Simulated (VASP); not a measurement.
# AlGa5P6 in VASP: notebook

The runs below take AlGa5P6 through single point, with PBE.

Everything below comes from runs of VASP 6.6.1. Logs are shortened: lines on timing, memory, paths and dates and some standing lists are left out, and cuts for length are marked.

### 1 The cell of the first run

Symmetry: P31m, No. 157, trigonal system. The conventional cell has a = 6.726 Å, b = 6.726 Å, c = 6.394 Å, α = 90.00°, β = 90.00°, γ = 120.00°. Within 3.1 Å of Al (site symmetry 3m) lie 4 P at 2.38 to 2.39 Å. Within 3.1 Å of Ga (site symmetry 3) lie 4 P at 2.38 to 2.39 Å. Within 3.1 Å of Ga (site symmetry m) lie 4 P at 2.38 to 2.39 Å. P (site symmetry 3) has 4 Ga at 2.38 to 2.39 Å within 3.1 Å. Within 3.2 Å of P (site symmetry 3m) lie 3 Ga at 2.38 Å and 1 Al at 2.39 Å. P (site symmetry m) has 1 Al at 2.38 Å and 3 Ga at 2.38 to 2.39 Å within 3.1 Å.

### 2 Single point, PBE

Input file INCAR:

```
SYSTEM = AlGa5P6
PREC = Accurate
ENCUT = 520
EDIFF = 1E-6
ISMEAR = 0
SIGMA = 0.1
LREAL = .FALSE.
LASPH = .TRUE.
NELM = 60
ALGO = Normal
ISIF = 2
LWAVE = .FALSE.
LCHARG = .FALSE.
GGA = PE
NBANDS = 61
```

Input file KPOINTS:

```
Automatic mesh
0
G
  2 3 3
  0 0 0
```

Input file POSCAR:

```
AlGa5P6
1.0
    0.0000000000      0.0000000000      6.3939331215
    6.7256189159      0.0000000000      0.0000000000
   -3.3628094579      5.8245568373      0.0000000000
Al Ga P
1 5 6
Direct
    0.4992169850      0.0000000000      0.0000000000
    0.4999590524      0.3333333333      0.6666666667
    0.4999590524      0.6666666667      0.3333333333
    0.0001437978      1.0000000000      0.6666391429
    0.0001437978      0.6666391429      0.0000000000
    0.0001437978      0.3333608571      0.3333608571
    0.8742551010      0.3333333333      0.6666666667
    0.8730111110      0.0000000000      0.0000000000
    0.8742551010      0.6666666667      0.3333333333
    0.3743040881      1.0000000000      0.6669665478
    0.3743040881      0.6669665478      1.0000000000
    0.3743040881      0.3330334522      0.3330334522
```

Potentials or basis: VASP PAW PBE potentials, release 64 (Al, Ga_d, P).

Command:

```sh
> cat potpaw_PBE.64/Al/POTCAR potpaw_PBE.64/Ga_d/POTCAR potpaw_PBE.64/P/POTCAR > POTCAR
> mpirun -np 1 vasp_std > vasp.out
```

OUTCAR:

```text
SYSTEM = AlGa5P6
   PREC = Accurate
   ENCUT = 520
   EDIFF = 1E-6
   ISMEAR = 0
   LREAL = .FALSE.
   LASPH = .TRUE.
   NELM = 60
   ISIF = 2
   GGA = PE

 ion  position               nearest neighbor table
   1  0.499  0.000  0.000-  10 2.38  12 2.38  11 2.38   8 2.39
   2  0.500  0.333  0.667-  10 2.38  11 2.38  12 2.38   7 2.39
   3  0.500  0.667  0.333-  11 2.38  10 2.38  12 2.38   9 2.39
   4  0.000  0.000  0.667-   7 2.38   9 2.38   8 2.38  10 2.39
   5  0.000  0.667  0.000-   9 2.38   7 2.38   8 2.38  11 2.39
   6  0.000  0.333  0.333-   7 2.38   9 2.38   8 2.38  12 2.39
   7  0.874  0.333  0.667-   4 2.38   5 2.38   6 2.38   2 2.39
   8  0.873  0.000  0.000-   4 2.38   6 2.38   5 2.38   1 2.39
   9  0.874  0.667  0.333-   5 2.38   4 2.38   6 2.38   3 2.39
  10  0.374  0.000  0.667-   1 2.38   2 2.38   3 2.38   4 2.39
  11  0.374  0.667  0.000-   1 2.38   3 2.38   2 2.38   5 2.39
  12  0.374  0.333  0.333-   1 2.38   2 2.38   3 2.38   6 2.39

  LATTYP: Found a hexagonal cell.
 ALAT       =     6.7256189159
 C/A-ratio  =     0.9506832310

  Lattice vectors:

 A1 = (   6.7256189159,   0.0000000000,   0.0000000000)
 A2 = (  -3.3628094579,   5.8245568373,   0.0000000000)
 A3 = (   0.0000000000,   0.0000000000,   6.3939331215)

Analysis of symmetry for initial positions (statically):
=====================================================================
 Subroutine PRICEL returns:
 Original cell was already a primitive cell.

 Routine SETGRP: Setting up the symmetry group for a
 hexagonal supercell.

 Subroutine GETGRP returns: Found  6 space group operations
 (whereof  6 operations were pure point group operations)
 out of a pool of 24 trial point group operations.

The static configuration has the point symmetry C_3v.

Analysis of symmetry for dynamics (positions and initial velocities):
=====================================================================
 Subroutine PRICEL returns:
 Original cell was already a primitive cell.

 Routine SETGRP: Setting up the symmetry group for a
 hexagonal supercell.

 Subroutine GETGRP returns: Found  6 space group operations
 (whereof  6 operations were pure point group operations)
 out of a pool of 24 trial point group operations.

The dynamic configuration has the point symmetry C_3v.

 Subroutine INISYM returns: Found  6 space group operations
 (whereof  6 operations are pure point group operations),
 and found     1 'primitive' translations

----------------------------------------------------------------------------------------

                                     Primitive cell

  volume of cell :     250.4743

  direct lattice vectors                    reciprocal lattice vectors
     0.000000000  0.000000000  6.393933121     0.000000000  0.000000000  0.156398258
     6.725618916  0.000000000  0.000000000     0.148685201  0.085843441  0.000000000
    -3.362809458  5.824556837  0.000000000     0.000000000  0.171686882  0.000000000

  length of vectors
     6.393933121  6.725618916  6.725618916     0.156398258  0.171686882  0.171686882

  position of ions in fractional coordinates (direct lattice)
     0.499216985  0.000000000  0.000000000
     0.499959052  0.333333333  0.666666667
     0.499959052  0.666666667  0.333333333
     0.000143798  0.000000000  0.666639143
     0.000143798  0.666639143  0.000000000
     0.000143798  0.333360857  0.333360857
     0.874255101  0.333333333  0.666666667
     0.873011111  0.000000000  0.000000000
     0.874255101  0.666666667  0.333333333
     0.374304088  0.000000000  0.666966548
     0.374304088  0.666966548  0.000000000
     0.374304088  0.333033452  0.333033452

  ion indices of the primitive-cell ions
   primitive index   ion index
                 1           1
                 2           2
                 3           3
                 4           4
                 5           5
                 6           6
                 7           7
                 8           8
                 9           9
                10          10
                11          11
                12          12

----------------------------------------------------------------------------------------

 KPOINTS: Automatic mesh

Automatic generation of k-mesh.
 Grid dimensions read from file:
 generate k-points for:    2    3    3

 Generating k-lattice:

  Cartesian coordinates                     Fractional coordinates (reciprocal lattice)
     0.000000000  0.000000000  0.078199129     0.500000000  0.000000000  0.000000000
     0.049561734  0.028614480  0.000000000     0.000000000  0.333333333  0.000000000
     0.000000000  0.057228961  0.000000000     0.000000000  0.000000000  0.333333333

  Length of vectors
     0.078199129  0.057228961  0.057228961

  Shift w.r.t. Gamma in fractional coordinates (k-lattice)
     0.000000000  0.000000000  0.000000000

 Subroutine IBZKPT returns following result:
 ===========================================

 Found      6 irreducible k-points:

 Following reciprocal coordinates:
            Coordinates               Weight
  0.000000  0.000000  0.000000      1.000000
  0.500000  0.000000  0.000000      1.000000
  0.000000  0.333333  0.000000      6.000000
  0.500000  0.333333  0.000000      6.000000
  0.000000  0.333333  0.333333      2.000000
  0.500000  0.333333  0.333333      2.000000
   k-points           NKPTS =      6   k-points in BZ     NKDIM =      6   number of bands    NBANDS=     61
   number of dos      NEDOS =    301   number of ions     NIONS =     12
   total plane-waves  NPLWV = 120000
   dimension x,y,z NGX =    48 NGY =   50 NGZ =   50
   dimension x,y,z NGXF=    96 NGYF=  100 NGZF=  100
   ions per type =               1   5   6
   NGX,Y,Z   is equivalent  to a cutoff of  12.48, 12.36, 12.36 a.u.
   NGXF,Y,Z  is equivalent  to a cutoff of  24.96, 24.72, 24.72 a.u.
 SYSTEM =  AlGa5P6
   PREC   = accura    normal or accurate (medium, high low for compatibility)
   ISTART =      0    job   : 0-new  1-cont  2-samecut
   ICHARG =      2    charge: 1-file 2-atom 10-const
   ISPIN  =      1    spin polarized calculation?
   LNONCOLLINEAR =      F non collinear calculations
   LSORBIT =      F    spin-orbit coupling
   LASPH  =      T    aspherical Exc in radial PAW
   ENCUT  =  520.0 eV  38.22 Ry    6.18 a.u.  11.89 12.51 12.51*2*pi/ulx,y,z
   NELM   =     60;   NELMIN=  2; NELMDL= -5     # of ELM steps
   EDIFF  = 0.1E-05   stopping-criterion for ELM
   LREAL  =      F    real-space projection
   EDIFFG = 0.1E-04   stopping-criterion for IOM
   NSW    =      0    number of steps for IOM
   IBRION =     -1    ionic relax: 0-MD 1-quasi-New 2-CG
   NFREE  =      0    steps in history (QN), initial steepest desc. (CG)
   ISIF   =      2    stress and relaxation
   ISYM   =      2    0-nonsym 1-usesym 2-fastsym
   POTIM  = 0.5000    time-step for ionic-motion
   TEBEG  =    0.0;   TEEND  =   0.0 temperature during run
   PSTRESS=    0.0 pullay stress
   NELECT =      98.0000    total number of electrons
   NUPDOWN=      -1.0000    fix difference up-down
   EMIN   =  10.00;   EMAX   =-10.00  energy-range for DOS
   EFERMI =   0.00;   METHOD = LEGACY
   ISMEAR =     0;   SIGMA  =   0.10  broadening in eV -4-tet -1-fermi 0-gaus
   EFERMI_NEDOS =   21; number of points for ismear=-14 and -15
   IALGO  =     38    algorithm
   IMIX   =      4    mixing-type and parameters
     AMIX     =   0.40;   BMIX     =  1.00
     AMIX_MAG =   1.60;   BMIX_MAG =  1.00
  volume/ion in A,a.u.               =      20.87       140.86
  Fermi-wavevector in a.u.,A,eV,Ry     =   1.197372  2.262705 19.506670  1.433700
  Thomas-Fermi vector in A             =   2.333289
   LORBIT       =      0    0 simple, 1 ext, 2 COOP (PROOUT), +10 PAW based schemes
   GGA     = PE    functional components
   LHFCALC =     F    Hartree Fock is set to
   AEXX    =    0.0000 exact exchange contribution
   IVDW    =     0    specifies the selected vdW correction
   LEPSILON=     F    determine dielectric tensor
   LRPA    =     F    only Hartree local field effects (RPA)
 non-spin polarized calculation
 Gauss-broadening in eV      SIGMA  =   0.10
  energy-cutoff  :      520.00
  volume of cell :      250.47
 maximum number of plane-waves:      6792
 NGX is ok and might be reduce to    48
   NGX = 23   NGY = 25   NGZ = 25

 number of electron      98.0000017 magnetization

 Free energy of the ion-electron system (eV)
  ---------------------------------------------------
  ext. energy  EPLUGINS =         0.00000000
  ---------------------------------------------------
  free energy    TOTEN  =       -55.90681522 eV

  energy without entropy =      -55.90681522  energy(sigma->0) =      -55.90681522

 E-fermi :   4.9096     XC(G=0):  -9.5915

 val. band max:        4.4336234221   @ k =   0.0000   0.0000   0.0000
 cond. band min:       5.8307969713   @ k =   0.0000   0.0000   0.0000
 fundamental gap:      1.3971735493
 Fermi energy:         4.9095962367

 k-point     1 :       0.0000    0.0000    0.0000
  band No.  band energies     occupation
      1     -10.1816      2.00000
      2     -10.1753      2.00000
      3     -10.1553      2.00000
      4     -10.1553      2.00000
      5     -10.1389      2.00000
      6     -10.0871      2.00000
[... 53 lines left out ...]
     60       9.8855      0.00000
     61       9.9576      0.00000

 k-point     2 :       0.5000    0.0000    0.0000
  band No.  band energies     occupation
      1     -10.1792      2.00000
      2     -10.1677      2.00000
      3     -10.1528      2.00000
      4     -10.1528      2.00000
      5     -10.1311      2.00000
      6     -10.1026      2.00000
[... 245 lines left out ...]
     60       9.1228      0.00000
     61       9.2029      0.00000

 k-point     6 :       0.5000    0.3333    0.3333
  band No.  band energies     occupation
      1     -10.1707      2.00000
      2     -10.1707      2.00000
      3     -10.1697      2.00000
      4     -10.1373      2.00000
      5     -10.1355      2.00000
      6     -10.1355      2.00000
[... 53 lines left out ...]
     60       8.2733      0.00000
     61       8.5689      0.00000

------------------------ aborting loop because EDIFF is reached ----------------------------------------

  FORCE on cell =-STRESS in cart. coord.  units (eV):
  Direction    XX          YY          ZZ          XY          YZ          ZX
  --------------------------------------------------------------------------------------
  -------------------------------------------------------------------------------------
  Total       -0.1313366     -0.1313366     -0.1101938     -0.0000000      0.0000000      0.0000000
  in kB       -0.8401041     -0.8401041     -0.7048625     -0.0000000      0.0000000      0.0000000
  external PRESSURE =      -0.7950236 kB  Pullay stress =       0.0000000 kB

 VOLUME and BASIS-vectors are now :
 -----------------------------------------------------------------------------
  energy-cutoff  :      520.00
  volume of cell :      250.47
      direct lattice vectors                 reciprocal lattice vectors
     0.000000000  0.000000000  6.393933121     0.000000000  0.000000000  0.156398258
     6.725618916  0.000000000  0.000000000     0.148685201  0.085843441  0.000000000
    -3.362809458  5.824556837  0.000000000     0.000000000  0.171686882  0.000000000

 POSITION                                       TOTAL-FORCE (eV/Angst)
 -----------------------------------------------------------------------------------
      0.00000      0.00000      3.19196         0.000000     -0.000000      0.003350
     -0.00000      3.88304      3.19670         0.000000     -0.000000     -0.013879
      3.36281      1.94152      3.19670        -0.000000     -0.000000     -0.013879
     -2.24178      3.88288      0.00092         0.002414     -0.004181      0.002189
      4.48356      0.00000      0.00092        -0.004828     -0.000000      0.002189
      1.12103      1.94168      0.00092         0.002414      0.004181      0.002189
     -0.00000      3.88304      5.58993         0.000000     -0.000000      0.008556
      0.00000      0.00000      5.58197         0.000000     -0.000000     -0.010269
      3.36281      1.94152      5.58993         0.000000     -0.000000      0.008556
     -2.24288      3.88478      2.39328         0.001707     -0.002957      0.003666
      4.48576      0.00000      2.39328        -0.003414     -0.000000      0.003666
      1.11993      1.93977      2.39328         0.001707      0.002957      0.003666
 -----------------------------------------------------------------------------------
    total drift:                               -0.000004      0.000004     -0.000619

  FREE ENERGIE OF THE ION-ELECTRON SYSTEM (eV)
  ---------------------------------------------------
  free  energy   TOTEN  =       -55.9068152217 eV

  energy  without entropy=      -55.9068152217  energy(sigma->0) =      -55.90681522
```

It took 1.8 min on 1 thread of Intel Xeon Platinum 8259CL at 2.50GHz (Skylake/Cascade Lake), shared host; peak memory 0.36 GiB.

What came out:

```
Free energy            : -55.9068 eV
Pressure               : -0.1 GPa
Largest force          : 0.014 eV/Å
Band gap on the k mesh : 1.40 eV
```

Forces on the atoms (eV/Å):
```
Al   0.000  0.000  0.003
Ga   0.000  0.000 -0.014
Ga   0.000  0.000 -0.014
Ga   0.002 -0.004  0.002
Ga  -0.005  0.000  0.002
Ga   0.002  0.004  0.002
P    0.000  0.000  0.009
P    0.000  0.000 -0.010
P    0.000  0.000  0.009
P    0.002 -0.003  0.004
P   -0.003  0.000  0.004
P    0.002  0.003  0.004
```

Levels at points of the mesh, in eV from the valence-band top:
```
           k point  band 47  band 48  band 49  band 50  band 51  band 52
(0.00, 0.00, 0.00)    -0.16     0.00     0.00     1.40     1.90     2.31
(0.50, 0.00, 0.00)    -0.69    -0.60    -0.60     2.11     2.16     2.43
```

Caveat: the k points lie up to 0.49 Å⁻¹ apart.

(Continued in part 2 of 3.)
